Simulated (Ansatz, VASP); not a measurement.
# BN: VASP beside Ansatz

```
CELL_PARAMETERS angstrom
-2.50399 0.00000 0.00000
-1.25200 -2.16852 0.00000
-1.25187 -0.72277 13.32240
ATOMIC_POSITIONS crystal
B 0.04170 0.04170 0.87500
B 0.20835 0.20835 0.37500
B 0.62500 0.62500 0.12500
B 0.45835 0.45835 0.62500
N 0.29167 0.29167 0.12500
N 0.12502 0.12502 0.62500
N 0.37503 0.37503 0.87500
N 0.54168 0.54168 0.37500
```

Alike in both runs: task single point; functional PBE; dispersion D3(BJ); k mesh 10 × 10 × 2; occupations gaussian, width 0.05 eV; no spin polarisation.

```csv
,VASP,Ansatz
version,VASP 6.6.1,Ansatz 0.2.0
potentials or method,"VASP PAW PBE potentials, release 64 (B, N), cutoff 520 eV","scalar-relativistic, plane waves, PAW"
valence electrons in the cell,32,32
```

VASP gave:

| Quantity | Value |
| --- | --- |
| gap on the k mesh at the Fermi level (eV) | 3.93 |
| least direct gap on the mesh (eV) | 4.38 |
| pressure (GPa) | 0.8 |
| traceless stress, the component that is largest in VASP (GPa) | -0.46 |
| rms of the force components (eV/Å) | 0.019 |

What did Ansatz give for the same quantities?

gap on the k mesh at the Fermi level (eV): 3.93; least direct gap on the mesh (eV): 4.39; pressure (GPa): 0.7; traceless stress, the component that is largest in VASP (GPa): -0.27; rms of the force components (eV/Å): 0.019.

Atom by atom the forces differ by 0.000 eV/Å (rms over components).
